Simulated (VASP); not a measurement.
## ZrO2 (Cubic zirconia): single point with PBE

Crystal: ZrO2 (Cubic zirconia).

```
Zr O
1.0
     0.00000    2.60087    2.60087
     2.60087    0.00000    2.60087
     2.60087    2.60087    0.00000
Zr O
1 2
Cartesian
  0.0000 0.0000 0.0000
  1.3004 1.3004 1.3004
  3.9013 3.9013 3.9013
```

```yaml
Program: VASP 6.6.1
Task: single point
Functional: PBE
Potentials_or_basis: VASP PAW PBE potentials, release 64 (Zr_sv, O)
Cutoff: 600 eV
k_mesh: 7 × 7 × 7
Occupations: gaussian, width 0.01 eV
Spin: no spin polarisation
```

```json
{"Pressure": "-10.6 GPa", "Band gap on the k mesh": "3.25 eV, indirect (least direct gap 3.68 eV)"}
```

Levels at points of the mesh, in eV from the valence-band top:
| k point | band 10 | band 11 | band 12 | band 13 | band 14 | band 15 |
| --- | --- | --- | --- | --- | --- | --- |
| (0.00, 0.00, 0.00) | -0.43 | -0.43 | -0.43 | 3.25 | 3.25 | 6.18 |

Run time: 24 s on 1 thread of Intel(R) Xeon(R) Platinum 8488C (Sapphire Rapids), on a shared host, peak memory 0.17 GiB.

A k mesh can miss the band edges. As with any semilocal functional, this PBE gap is likely too small.
